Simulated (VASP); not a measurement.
# P (Pm-3m) in VASP: single point with PBEsol

Aim: the single point of P with PBEsol.

Program: VASP 6.6.1. These are calculated values, not measurements. Logs are shortened: lines on timing, memory, paths and dates and some standing lists are left out, and cuts for length are marked.

## (1) The cell of the first run

The structure is cubic, space group Pm-3m (No. 221). Conventional cell: a = 5.382 Å, b = 5.382 Å, c = 5.382 Å, α = 90.00°, β = 90.00°, γ = 90.00°.

## (2) Single point, PBEsol

File INCAR:

```
PREC = Accurate
ENCUT = 500
EDIFF = 1E-6
ISMEAR = -1
SIGMA = 0.1
LREAL = F
LASPH = T
NELM = 120
ALGO = Normal
ISIF = 2
LWAVE = F
LCHARG = F
GGA = PS
NBANDS = 8
GGA_COMPAT = F
```

File KPOINTS:

```
regular mesh
0
Gamma
  3 3 3
```

File POSCAR:

```
P
1.0
    5.3824440000      0.0000000000      0.0000000000
    0.0000000000      5.3824440000      0.0000000000
    0.0000000000      0.0000000000      5.3824440000
P
1
Direct
    0.5000000000      0.5000000000      0.5000000000
```

Potentials or basis: VASP PAW PBE potentials, release 64 (P).

Started as:

```
$ cat potpaw_PBE.64/P/POTCAR > POTCAR
$ mpirun -np 1 vasp_std > vasp.out
```

OUTCAR:

```text
PREC = Accurate
   ENCUT = 500
   EDIFF = 1E-6
   ISMEAR = -1
   LREAL = F
   LASPH = T
   NELM = 120
   ISIF = 2
   GGA = PS

 ion  position               nearest neighbor table
   1  0.500  0.500  0.500-

  LATTYP: Found a simple cubic cell.
 ALAT       =     5.3824440000

  Lattice vectors:

 A1 = (   5.3824440000,   0.0000000000,   0.0000000000)
 A2 = (   0.0000000000,   5.3824440000,   0.0000000000)
 A3 = (   0.0000000000,   0.0000000000,   5.3824440000)

Analysis of symmetry for initial positions (statically):
=====================================================================
 Subroutine PRICEL returns:
 Original cell was already a primitive cell.

 Routine SETGRP: Setting up the symmetry group for a
 simple cubic supercell.

 Subroutine GETGRP returns: Found 48 space group operations
 (whereof 48 operations were pure point group operations)
 out of a pool of 48 trial point group operations.

The static configuration has the point symmetry O_h .

Analysis of symmetry for dynamics (positions and initial velocities):
=====================================================================
 Subroutine PRICEL returns:
 Original cell was already a primitive cell.

 Routine SETGRP: Setting up the symmetry group for a
 simple cubic supercell.

 Subroutine GETGRP returns: Found 48 space group operations
 (whereof 48 operations were pure point group operations)
 out of a pool of 48 trial point group operations.

The dynamic configuration has the point symmetry O_h .

 Subroutine INISYM returns: Found 48 space group operations
 (whereof 48 operations are pure point group operations),
 and found     1 'primitive' translations

----------------------------------------------------------------------------------------

                                     Primitive cell

  volume of cell :     155.9332

  direct lattice vectors                    reciprocal lattice vectors
     5.382444000  0.000000000  0.000000000     0.185789207  0.000000000  0.000000000
     0.000000000  5.382444000  0.000000000     0.000000000  0.185789207  0.000000000
     0.000000000  0.000000000  5.382444000     0.000000000  0.000000000  0.185789207

  length of vectors
     5.382444000  5.382444000  5.382444000     0.185789207  0.185789207  0.185789207

  position of ions in fractional coordinates (direct lattice)
     0.500000000  0.500000000  0.500000000

  ion indices of the primitive-cell ions
   primitive index   ion index
                 1           1

----------------------------------------------------------------------------------------

 KPOINTS: regular mesh

Automatic generation of k-mesh.
 Grid dimensions read from file:
 generate k-points for:    3    3    3

 Generating k-lattice:

  Cartesian coordinates                     Fractional coordinates (reciprocal lattice)
     0.061929736  0.000000000  0.000000000     0.333333333  0.000000000  0.000000000
     0.000000000  0.061929736  0.000000000     0.000000000  0.333333333  0.000000000
     0.000000000  0.000000000  0.061929736     0.000000000  0.000000000  0.333333333

  Length of vectors
     0.061929736  0.061929736  0.061929736

  Shift w.r.t. Gamma in fractional coordinates (k-lattice)
     0.000000000  0.000000000  0.000000000

 Subroutine IBZKPT returns following result:
 ===========================================

 Found      4 irreducible k-points:

 Following reciprocal coordinates:
            Coordinates               Weight
  0.000000  0.000000  0.000000      1.000000
  0.333333  0.000000  0.000000      6.000000
  0.333333  0.333333  0.000000     12.000000
  0.333333  0.333333  0.333333      8.000000
   k-points           NKPTS =      4   k-points in BZ     NKDIM =      4   number of bands    NBANDS=      8
   number of dos      NEDOS =    301   number of ions     NIONS =      1
   total plane-waves  NPLWV =  64000
   dimension x,y,z NGX =    40 NGY =   40 NGZ =   40
   dimension x,y,z NGXF=    80 NGYF=   80 NGZF=   80
   ions per type =               1
   NGX,Y,Z   is equivalent  to a cutoff of  12.35, 12.35, 12.35 a.u.
   NGXF,Y,Z  is equivalent  to a cutoff of  24.71, 24.71, 24.71 a.u.
 SYSTEM =  unknown system
   PREC   = accura    normal or accurate (medium, high low for compatibility)
   ISTART =      0    job   : 0-new  1-cont  2-samecut
   ICHARG =      2    charge: 1-file 2-atom 10-const
   ISPIN  =      1    spin polarized calculation?
   LNONCOLLINEAR =      F non collinear calculations
   LSORBIT =      F    spin-orbit coupling
   LASPH  =      T    aspherical Exc in radial PAW
   ENCUT  =  500.0 eV  36.75 Ry    6.06 a.u.   9.81  9.81  9.81*2*pi/ulx,y,z
   NELM   =    120;   NELMIN=  2; NELMDL= -5     # of ELM steps
   EDIFF  = 0.1E-05   stopping-criterion for ELM
   LREAL  =      F    real-space projection
   EDIFFG = 0.1E-04   stopping-criterion for IOM
   NSW    =      0    number of steps for IOM
   IBRION =     -1    ionic relax: 0-MD 1-quasi-New 2-CG
   NFREE  =      0    steps in history (QN), initial steepest desc. (CG)
   ISIF   =      2    stress and relaxation
   ISYM   =      2    0-nonsym 1-usesym 2-fastsym
   POTIM  = 0.5000    time-step for ionic-motion
   TEBEG  =    0.0;   TEEND  =   0.0 temperature during run
   PSTRESS=    0.0 pullay stress
   NELECT =       5.0000    total number of electrons
   NUPDOWN=      -1.0000    fix difference up-down
   EMIN   =  10.00;   EMAX   =-10.00  energy-range for DOS
   EFERMI =   0.00;   METHOD = LEGACY
   ISMEAR =    -1;   SIGMA  =   0.10  broadening in eV -4-tet -1-fermi 0-gaus
   EFERMI_NEDOS =   21; number of points for ismear=-14 and -15
   IALGO  =     38    algorithm
   IMIX   =      4    mixing-type and parameters
     AMIX     =   0.40;   BMIX     =  1.00
     AMIX_MAG =   1.60;   BMIX_MAG =  1.00
  volume/ion in A,a.u.               =     155.93      1052.29
  Fermi-wavevector in a.u.,A,eV,Ry     =   0.520098  0.982843  3.680404  0.270502
  Thomas-Fermi vector in A             =   1.537788
   LORBIT       =      0    0 simple, 1 ext, 2 COOP (PROOUT), +10 PAW based schemes
   GGA     = PS    functional components
   LHFCALC =     F    Hartree Fock is set to
   AEXX    =    0.0000 exact exchange contribution
   IVDW    =     0    specifies the selected vdW correction
   LEPSILON=     F    determine dielectric tensor
   LRPA    =     F    only Hartree local field effects (RPA)
 non-spin polarized calculation
  energy-cutoff  :      500.00
  volume of cell :      155.93
 maximum number of plane-waves:      3972
 NGX is ok and might be reduce to    40
   NGX = 19   NGY = 19   NGZ = 19

 number of electron       4.9999997 magnetization

 Free energy of the ion-electron system (eV)
  ---------------------------------------------------
  ext. energy  EPLUGINS =         0.00000000
  ---------------------------------------------------
  free energy    TOTEN  =        -0.53168387 eV

  energy without entropy =       -0.19408021  energy(sigma->0) =       -0.36288204

 E-fermi :  -4.1781     XC(G=0):  -3.2624

 val. band max:       -4.2188128060   @ k =   0.3333   0.3333   0.3333
 cond. band min:      -4.0418763382   @ k =   0.0000   0.0000   0.0000
 fundamental gap:      0.1769364679
 Fermi energy:        -4.1781225121

 k-point     1 :       0.0000    0.0000    0.0000
  band No.  band energies     occupation
      1     -12.6577      2.00000
      2      -4.0419      0.40768
      3      -4.0419      0.40768
      4      -4.0419      0.40768
      5       0.1170      0.00000
      6       2.9780      0.00000
      7       2.9780      0.00000
      8       5.6476      0.00000

 k-point     2 :       0.3333    0.0000    0.0000
  band No.  band energies     occupation
      1     -12.6433      2.00000
      2      -4.3043      1.55861
      3      -4.0179      0.33531
      4      -4.0179      0.33531
      5       0.8661      0.00000
      6       2.5183      0.00000
      7       3.2882      0.00000
      8       4.4939      0.00000

 k-point     3 :       0.3333    0.3333    0.0000
  band No.  band energies     occupation
      1     -12.6295      2.00000
      2      -4.2702      1.43052
      3      -4.2546      1.36487
      4      -3.9954      0.27715
      5       1.4970      0.00000
      6       2.5146      0.00000
      7       3.2332      0.00000
      8       3.8434      0.00000

 k-point     4 :       0.3333    0.3333    0.3333
  band No.  band energies     occupation
      1     -12.6160      2.00000
      2      -4.2378      1.29001
      3      -4.2188      1.20069
      4      -4.2188      1.20069
      5       1.9401      0.00000
      6       2.9314      0.00000
      7       2.9314      0.00000
      8       3.6895      0.00000

------------------------ aborting loop because EDIFF is reached ----------------------------------------

  FORCE on cell =-STRESS in cart. coord.  units (eV):
  Direction    XX          YY          ZZ          XY          YZ          ZX
  --------------------------------------------------------------------------------------
  -------------------------------------------------------------------------------------
  Total       -0.4035572     -0.4035572     -0.4035572     -0.0000000     -0.0000000      0.0000000
  in kB       -4.1464566     -4.1464566     -4.1464566     -0.0000000     -0.0000000      0.0000000
  external PRESSURE =      -4.1464566 kB  Pullay stress =       0.0000000 kB

 VOLUME and BASIS-vectors are now :
 -----------------------------------------------------------------------------
  energy-cutoff  :      500.00
  volume of cell :      155.93
      direct lattice vectors                 reciprocal lattice vectors
     5.382444000  0.000000000  0.000000000     0.185789207  0.000000000  0.000000000
     0.000000000  5.382444000  0.000000000     0.000000000  0.185789207  0.000000000
     0.000000000  0.000000000  5.382444000     0.000000000  0.000000000  0.185789207

 POSITION                                       TOTAL-FORCE (eV/Angst)
 -----------------------------------------------------------------------------------
      2.69122      2.69122      2.69122         0.000000      0.000000      0.000000
 -----------------------------------------------------------------------------------
    total drift:                                0.000000      0.000000     -0.000000

  FREE ENERGIE OF THE ION-ELECTRON SYSTEM (eV)
  ---------------------------------------------------
  free  energy   TOTEN  =        -0.5316838714 eV

  energy  without entropy=       -0.1940802064  energy(sigma->0) =       -0.36288204
```

Run time: 11 s. Hardware: 1 thread of Intel Xeon 8259CL, shared host; peak memory 0.21 GiB.

Results:

* Free energy: -0.5317 eV
* Pressure: -0.4 GPa

Caveat: the k points lie up to 0.39 Å⁻¹ apart; the PAW data sets were made with another functional, which shifts forces and pressure a little.
